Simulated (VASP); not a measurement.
**BaS: single point with r2SCAN**

BaS:

```
Ba S
1.0
     0.00000    3.21180    3.14756
     3.21180    0.00000    3.14756
     3.21180    3.21180    0.00000
Ba S
1 1
Direct
  0.00000 0.00000 0.00000
  0.50000 0.50000 0.50000
```

This cell differs from its parent crystal: uniaxial z strain -2.0%.

```
Program             : VASP 6.6.1
Task                : single point
Functional          : r2SCAN
Potentials or basis : VASP PAW PBE potentials, release 64 (Ba_sv, S)
Cutoff              : 520 eV
k mesh              : 8 × 8 × 8
Occupations         : gaussian, width 0.01 eV
Spin                : no spin polarisation
```

```yaml
Pressure: 1.6 GPa
Band_gap_on_the_k_mesh: 2.39 eV (least direct gap 2.54 eV)
```

Stress tensor (GPa, compression positive):
```
0.95 0.00 0.00
0.00 0.95 0.00
0.00 0.00 3.00
```

Levels at points of the mesh, in eV from the valence-band top:
| k point | band 6 | band 7 | band 8 | band 9 | band 10 | band 11 |
| --- | --- | --- | --- | --- | --- | --- |
| (0.00, 0.00, 0.00) | -0.07 | -0.07 | 0.00 | 4.17 | 4.21 | 4.21 |
| (0.50, 0.00, 0.00) | -1.97 | -1.15 | -1.14 | 6.00 | 6.10 | 6.80 |
| (0.50, 0.50, 0.00) | -0.49 | -0.21 | -0.21 | 2.39 | 6.51 | 6.70 |
| (0.50, 0.00, 0.50) | -0.61 | -0.21 | -0.12 | 2.41 | 6.41 | 6.75 |

Wall time 79 s on 1 thread of Intel(R) Xeon(R) 6975P-C (Granite Rapids) (shared host), peak memory 0.25 GiB.

Caveat: the cell differs from its parent crystal (uniaxial z strain -2.0%); the PAW data sets were made with another functional, which shifts forces and pressure a little; spin-orbit coupling is left out, which moves the levels of the heavy elements. A k mesh can miss the band edges.
